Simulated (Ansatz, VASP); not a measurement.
**Mo3H in VASP and in Ansatz**

```
CELL_PARAMETERS angstrom
3.79819 0.00000 0.00000
0.00000 3.79819 0.00000
0.00000 0.00000 3.79819
ATOMIC_POSITIONS crystal
H 0.00000 0.00000 0.00000
Mo 0.00000 0.50000 0.50000
Mo 0.50000 0.00000 0.50000
Mo 0.50000 0.50000 0.00000
```

Alike in both runs: functional PBE; k mesh 12 × 12 × 12; occupations gaussian, width 0.1 eV; no spin polarisation.

Ansatz relaxed the structure, and its values are those at the end. VASP's run is a single point on that final structure, the one shown.

```csv
,VASP,Ansatz
version,VASP 6.6.1,Ansatz 0.2.0
potentials or method,"VASP PAW PBE potentials, release 64 (H, Mo_sv), cutoff 520 eV","scalar-relativistic, plane waves, PAW"
valence electrons in the cell,43,43
```

|  | VASP | Ansatz | Ansatz less VASP |
| --- | --- | --- | --- |
| gap on the k mesh at the Fermi level (eV) | none | none | - |
| pressure (GPa) | 0.4 | 0.0 | -0.40 |

A gap of «none» marks a metal or a gap that the smearing closes. With one functional, cell and mesh, what is left measures potentials, basis and numerics.
